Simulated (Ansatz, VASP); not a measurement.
**One calculation of TiPd3, two programs**

INCAR

```
SYSTEM = TiPd3
PREC = Accurate
ENCUT = 520
EDIFF = 1E-6
ISMEAR = -1
SIGMA = 0.05
LREAL = .False.
LASPH = .True.
NELM = 80
ALGO = Normal
ISIF = 2
LWAVE = .False.
LCHARG = .False.
GGA = CA
NBANDS = 29
```

KPOINTS

```
regular mesh
0
Gamma
  11 11 11
  0 0 0
```

Contents of POSCAR:

```
TiPd3
1.0
    3.8200000000      0.0382000000      0.0382000000
    0.0382000000      3.8200000000      0.0382000000
    0.0382000000      0.0382000000      3.8200000000
Ti Pd
1 3
Direct
    0.0000000000      0.0000000000      0.0000000000
    0.0000000000      0.5000000000      0.5000000000
    0.5000000000      0.0000000000      0.5000000000
    0.5000000000      0.5000000000      0.0000000000
```

Input for Ansatz:

```yaml
crystal:
  lattice:
    - [3.82, 0.0382, 0.0382]
    - [0.0382, 3.82, 0.0382]
    - [0.0382, 0.0382, 3.82]
  atoms:
    - { symbol: Ti, position: [0.0, 0.0, 0.0] }
    - { symbol: Pd, position: [0.0, 0.5, 0.5] }
    - { symbol: Pd, position: [0.5, 0.0, 0.5] }
    - { symbol: Pd, position: [0.5, 0.5, 0.0] }
kpoints:
  mp_grid: { grid: [11, 11, 11] }
  band_path:
    path:
      - [0.0, 0.0, 0.0]
      - [0.5, 0.5, 0.5]
      - [0.5193194925, 0.4806805075, 0.5]
      - [0.5, -0.4806805075, 0.4806805075]
      - [0.5, 0.0, 0.0]
      - [0.0, 0.0, 0.0]
      - [0.4903402537, -0.4903402537, 0.0]
      - [0.5096597463, 0.0, 0.4903402537]
      - [0.5, 0.0, 0.5]
    npoints: 5
scf:
  occupations: { method: fermi_dirac, width: 0.05 }
hamiltonian:
  xc: lda
  pseudopotentials: { kind: all_electron, lapw: { basis_error: 0.001 } }
output:
  forces: true
  stress: true
  eigenvalues: true
```

Change from the starting cell: equal xy, yz and zx shear strains of +2 %.

Alike in both runs: task single point; functional LDA; k mesh 11 × 11 × 11; occupations fermi-dirac, width 0.05 eV; no spin polarisation.

|  | VASP | Ansatz |
| --- | --- | --- |
| version | VASP 6.6.1 | Ansatz 0.2.0 |
| potentials or method | VASP PAW LDA potentials, release 64 (Ti_sv, Pd), cutoff 520 eV | all-electron LAPW, scalar-relativistic |

|  | VASP | Ansatz | Ansatz less VASP |
| --- | --- | --- | --- |
| pressure (GPa) | 3.1 | 2.7 | -0.39 |
| traceless stress, the component that is largest in VASP (GPa) | -2.81 | -2.81 | +0.002 |

LDA's correlation is that of Perdew and Zunger in VASP and of Perdew and Wang (1992) in Ansatz. Ansatz ran all-electron here, and VASP with PAW potentials.
